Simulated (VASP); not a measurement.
# ZrCdF4 (P4/mmm) in VASP: relaxation of cell and atoms with PBE

Aim: the relaxation of cell and atoms of ZrCdF4 with PBE.

Everything below comes from runs of VASP 6.6.1. Logs are shortened: lines on timing, memory, paths and dates and some standing lists are left out, and cuts for length are marked.

## Step 1: The cell of the first run

It takes space group P4/mmm (No. 123, tetragonal). Conventional cell: a = 3.998 Å, b = 3.998 Å, c = 7.231 Å, α = 90.00°, β = 90.00°, γ = 90.00°. Zr (site symmetry 4/mmm) has 8 F at 3.07 Å and 4 Zr at 4.00 Å within 4.0 Å. Cd (site symmetry 4/mmm) has 6 F at 2.00 to 2.43 Å within 2.6 Å. F (site symmetry 4mm) has 1 F at 2.37 Å and 1 Cd at 2.43 Å and 4 Zr at 3.07 Å within 3.1 Å. Within 2.6 Å of F (site symmetry mmm) lie 2 Cd at 2.00 Å.

## Step 2: Relaxation of cell and atoms, PBE

Contents of INCAR:

```
PREC = Accurate
ENCUT = 600
EDIFF = 1E-6
ISMEAR = 0
SIGMA = 0.1
LREAL = False
LASPH = True
NELM = 100
ALGO = Normal
ISIF = 3
LWAVE = False
LCHARG = False
GGA = PE
IBRION = 2
NSW = 100
EDIFFG = -0.01
```

Contents of KPOINTS:

```
regular mesh
0
Gamma
  10 10 6
```

Contents of POSCAR:

```
ZrCdF4
1.0
    3.9981757218      0.0000000000      0.0000000000
    0.0000000000      3.9981757218      0.0000000000
    0.0000000000      0.0000000000      7.2312268403
Zr Cd F
1 1 4
Direct
    0.5000000000      0.5000000000      0.5000000000
    0.0000000000      0.0000000000      0.0000000000
    0.0000000000      0.0000000000      0.6640655207
    0.5000000000      0.0000000000      0.0000000000
    0.0000000000      0.5000000000      0.0000000000
    0.0000000000      0.0000000000      0.3359344793
```

Potentials or basis: VASP PAW PBE potentials, release 64 (Zr_sv, Cd, F).

Started as:

```console
$ cat potpaw_PBE.64/Zr_sv/POTCAR potpaw_PBE.64/Cd/POTCAR potpaw_PBE.64/F/POTCAR > POTCAR
$ mpirun -np 1 vasp_std > vasp.out
```

OUTCAR:

```text
PREC = Accurate
   ENCUT = 600
   EDIFF = 1E-6
   ISMEAR = 0
   LREAL = False
   LASPH = True
   NELM = 100
   ISIF = 3
   GGA = PE
   IBRION = 2
   NSW = 100
   EDIFFG = -0.01

 ion  position               nearest neighbor table
   1  0.500  0.500  0.500-
   2  0.000  0.000  0.000-   4 2.00   5 2.00   5 2.00   4 2.00   3 2.43   6 2.43
   3  0.000  0.000  0.664-   2 2.43
   4  0.500  0.000  0.000-   2 2.00   2 2.00
   5  0.000  0.500  0.000-   2 2.00   2 2.00
   6  0.000  0.000  0.336-   2 2.43

  LATTYP: Found a simple tetragonal cell.
 ALAT       =     3.9981757218
 C/A-ratio  =     1.8086315719

  Lattice vectors:

 A1 = (   3.9981757218,   0.0000000000,   0.0000000000)
 A2 = (   0.0000000000,   3.9981757218,   0.0000000000)
 A3 = (   0.0000000000,   0.0000000000,   7.2312268403)

Analysis of symmetry for initial positions (statically):
=====================================================================
 Subroutine PRICEL returns:
 Original cell was already a primitive cell.

 Routine SETGRP: Setting up the symmetry group for a
 simple tetragonal supercell.

 Subroutine GETGRP returns: Found 16 space group operations
 (whereof 16 operations were pure point group operations)
 out of a pool of 16 trial point group operations.

The static configuration has the point symmetry D_4h.

Analysis of symmetry for dynamics (positions and initial velocities):
=====================================================================
 Subroutine PRICEL returns:
 Original cell was already a primitive cell.

 Routine SETGRP: Setting up the symmetry group for a
 simple tetragonal supercell.

 Subroutine GETGRP returns: Found 16 space group operations
 (whereof 16 operations were pure point group operations)
 out of a pool of 16 trial point group operations.

The dynamic configuration has the point symmetry D_4h.

 Subroutine INISYM returns: Found 16 space group operations
 (whereof 16 operations are pure point group operations),
 and found     1 'primitive' translations

----------------------------------------------------------------------------------------

                                     Primitive cell

  volume of cell :     115.5941

  direct lattice vectors                    reciprocal lattice vectors
     3.998175722  0.000000000  0.000000000     0.250114069  0.000000000  0.000000000
[... 96 lines left out ...]
   EDIFFG = -.1E-01   stopping-criterion for IOM
   NSW    =    100    number of steps for IOM
   IBRION =      2    ionic relax: 0-MD 1-quasi-New 2-CG
   NFREE  =      1    steps in history (QN), initial steepest desc. (CG)
   ISIF   =      3    stress and relaxation
   ISYM   =      2    0-nonsym 1-usesym 2-fastsym
   POTIM  = 0.5000    time-step for ionic-motion
   TEBEG  =    0.0;   TEEND  =   0.0 temperature during run
   PSTRESS=    0.0 pullay stress
   NELECT =      52.0000    total number of electrons
   NUPDOWN=      -1.0000    fix difference up-down
   EMIN   =  10.00;   EMAX   =-10.00  energy-range for DOS
   EFERMI =   0.00;   METHOD = LEGACY
   ISMEAR =     0;   SIGMA  =   0.10  broadening in eV -4-tet -1-fermi 0-gaus
   EFERMI_NEDOS =   21; number of points for ismear=-14 and -15
   IALGO  =     38    algorithm
   IMIX   =      4    mixing-type and parameters
     AMIX     =   0.40;   BMIX     =  1.00
     AMIX_MAG =   1.60;   BMIX_MAG =  1.00
  volume/ion in A,a.u.               =      19.27       130.01
  Fermi-wavevector in a.u.,A,eV,Ry     =   1.254385  2.370443 21.408503  1.573481
  Thomas-Fermi vector in A             =   2.388192
   LORBIT       =      0    0 simple, 1 ext, 2 COOP (PROOUT), +10 PAW based schemes
   GGA     = PE    functional components
   LHFCALC =     F    Hartree Fock is set to
   AEXX    =    0.0000 exact exchange contribution
   IVDW    =     0    specifies the selected vdW correction
   LEPSILON=     F    determine dielectric tensor
   LRPA    =     F    only Hartree local field effects (RPA)
 conjugate gradient relaxation of ions
 non-spin polarized calculation
 Gauss-broadening in eV      SIGMA  =   0.10
  energy-cutoff  :      600.00
  volume of cell :      115.59
 maximum number of plane-waves:      3912
 NGX is ok and might be reduce to    32
   NGX = 15   NGY = 15   NGZ = 29

--------------------------------------- Ionic step        1  -------------------------------------------

 number of electron      52.0000013 magnetization

 Free energy of the ion-electron system (eV)
  ---------------------------------------------------
  ext. energy  EPLUGINS =         0.00000000
  ---------------------------------------------------
  free energy    TOTEN  =       -24.20823539 eV

  energy without entropy =      -24.17046493  energy(sigma->0) =      -24.18935016

------------------------ aborting loop because EDIFF is reached ----------------------------------------

  FORCE on cell =-STRESS in cart. coord.  units (eV):
  Direction    XX          YY          ZZ          XY          YZ          ZX
  --------------------------------------------------------------------------------------
  -------------------------------------------------------------------------------------
  Total        0.8418199      0.8418199      0.2758144      0.0000000      0.0000000     -0.0000000
  in kB       11.6679363     11.6679363      3.8228899      0.0000000      0.0000000     -0.0000000
  external PRESSURE =       9.0529208 kB  Pullay stress =       0.0000000 kB
[... 147 lines left out ...]
--------------------------------------- Ionic step        5  -------------------------------------------

 number of electron      52.0000020 magnetization

 Free energy of the ion-electron system (eV)
  ---------------------------------------------------
  ext. energy  EPLUGINS =         0.00000000
  ---------------------------------------------------
  free energy    TOTEN  =       -24.21367339 eV

  energy without entropy =      -24.17602046  energy(sigma->0) =      -24.19484692

 E-fermi :   1.2825     XC(G=0):  -8.5170

 val. band max:        1.2817482593   @ k =   0.2000   0.2000   0.1667
 cond. band min:       1.2851257958   @ k =   0.5000   0.1000   0.3333
 fundamental gap:      0.0033775365
 Fermi energy:         1.2825051852

 k-point     1 :       0.0000    0.0000    0.0000
  band No.  band energies     occupation
      1     -50.0315      2.00000
      2     -28.0868      2.00000
      3     -27.8491      2.00000
      4     -27.8491      2.00000
      5     -21.4644      2.00000
      6     -21.2388      2.00000
[... 805 lines left out ...]
     30       1.9631      0.00000
     31       2.2607      0.00000

 [... further k-points ...]
[... 5 lines left out ...]
  --------------------------------------------------------------------------------------
  -------------------------------------------------------------------------------------
  Total        0.0041519      0.0041519     -0.0413595      0.0000000      0.0000000      0.0000000
  in kB        0.0567684      0.0567684     -0.5655062      0.0000000      0.0000000      0.0000000
  external PRESSURE =      -0.1506565 kB  Pullay stress =       0.0000000 kB
[... 21 lines left out ...]
  FREE ENERGIE OF THE ION-ELECTRON SYSTEM (eV)
  ---------------------------------------------------
  free  energy   TOTEN  =       -24.2136733901 eV

  energy  without entropy=      -24.1760204595  energy(sigma->0) =      -24.19484692

 reached required accuracy - stopping structural energy minimisation
```

OSZICAR:

```text
N       E                     dE             d eps       ncg     rms          rms(c)
DAV:   1     0.508753954560E+03    0.50875E+03   -0.31177E+04  5224   0.180E+03
DAV:   2     0.741858064815E+01   -0.50134E+03   -0.49076E+03  6259   0.446E+02
DAV:   3    -0.303078571802E+02   -0.37726E+02   -0.37435E+02  7285   0.124E+02
[... 45 lines left out ...]
DAV:   1    -0.242135824920E+02    0.39523E-04   -0.57639E-02  5208   0.141E+00    0.429E-02
DAV:   2    -0.242136869374E+02   -0.10445E-03   -0.11762E-03  5390   0.191E-01    0.447E-02
DAV:   3    -0.242136763569E+02    0.10580E-04   -0.23706E-05  5925   0.383E-02    0.162E-02
DAV:   4    -0.242136740054E+02    0.23515E-05   -0.57940E-06  5827   0.157E-02    0.106E-02
DAV:   5    -0.242136733901E+02    0.61529E-06   -0.22277E-06  4558   0.114E-02
   5 F= -.24213673E+02 E0= -.24194847E+02  d E =-.184860E-03
```

Wall time 13 min (1 thread of Intel Xeon Platinum 8259CL at 2.50GHz (Skylake/Cascade Lake), shared host); peak memory 0.51 GiB.

What came out:

```yaml
Free_energy: -24.2137 eV
Relaxed_volume: 19.53 Å³/atom
Relaxed_cell: a = 4.022 Å, b = 4.022 Å, c = 7.243 Å, α = 90.00°, β = 90.00°, γ = 90.00°
Space_group_after_relaxing_to_0.05_Å: P4/mmm (No. 123)
Energy_gained_by_relaxing: 0.9 meV/atom
Ionic_steps: 5
Pressure_after_relaxing: 0.0 GPa
Band_gap_on_the_k_mesh: zero (band 26 reaches 1.50 eV, above the bottom of band 27 at 0.64 eV)
```

Step by step:
| step | energy change (eV) | largest force (eV/Å) | pressure (GPa) | volume (Å³) |
| --- | --- | --- | --- | --- |
| 1 | 0.0000 | 0.0474 | 0.91 | 115.59 |
| 2 | -0.0052 | 0.0413 | -0.13 | 117.42 |
| 3 | -0.0053 | 0.0422 | -0.02 | 117.20 |
| 4 | -0.0054 | 0.0197 | -0.02 | 117.19 |
| 5 | -0.0054 | 0.0009 | -0.02 | 117.18 |

Final structure:
```xyz
6
Lattice="4.0221 0.0000 0.0000 0.0000 4.0221 0.0000 0.0000 0.0000 7.2434" Properties=species:S:1:pos:R:3 pbc="T T T"
Zr    2.0111    2.0111    3.6217
Cd    0.0000    0.0000    0.0000
F     0.0000    0.0000    4.8161
F     2.0111    0.0000    0.0000
F     0.0000    2.0111    0.0000
F     4.0221    4.0221    2.4273
```

Levels at points of the mesh, in eV from the Fermi level:
```tsv
k point	band 23	band 24	band 25	band 26	band 27	band 28	band 29	band 30
(0.00, 0.00, 0.00)	-3.04	-3.04	-2.79	-0.97	-0.64	-0.05	0.75	0.75
(0.50, 0.00, 0.00)	-2.70	-2.54	-1.96	-0.31	-0.03	0.30	0.54	1.07
(0.50, 0.50, 0.00)	-2.69	-2.47	0.18	0.22	0.53	0.53	0.53	1.18
(0.00, 0.00, 0.50)	-3.04	-3.04	-2.72	-0.95	-0.40	0.15	0.76	0.76
(0.50, 0.00, 0.50)	-2.73	-2.55	-1.51	-0.31	-0.07	0.33	0.55	1.07
(0.50, 0.50, 0.50)	-2.47	-1.97	0.16	0.18	0.46	0.51	0.51	1.18
```
